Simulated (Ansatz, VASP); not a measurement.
**Two plane-wave programs on LiBr**

```
Li Br
1.0
    -0.02058    2.74450    2.74450
     2.74450   -0.02058    2.74450
     2.72392    2.72392    0.00000
Li Br
1 1
Direct
  0.00000 0.00000 0.00000
  0.50000 0.50000 0.50000
```

Change from the starting cell: xy shear strain of -1.5 %, PAW files.

Alike in both runs: task electric field gradients; functional PBE; k mesh 8 × 8 × 8; occupations fermi-dirac, width 0.03 eV; no spin polarisation.

```csv
,VASP,Ansatz
version,VASP 6.6.1,Ansatz 0.2.0
potentials or method,"VASP PAW PBE potentials, release 64 (Li_sv, Br)","PAW with Ansatz's default frozen-core files, scalar-relativistic"
plane-wave cutoff (eV),650,420
valence electrons in the cell,10,10
```

|  | VASP | Ansatz | Ansatz less VASP |
| --- | --- | --- | --- |
| gap on the k mesh at the Fermi level (eV) | 4.93 | 4.92 | -0.009 |
| pressure (GPa) | 0.2 | 0.3 | +0.08 |
| traceless stress, the component that is largest in VASP (GPa) | 0.30 | 0.29 | -0.001 |
| size of Vzz on the site where it differs most (V/Å²) | 6.0 | 6.2 | +0.20 |
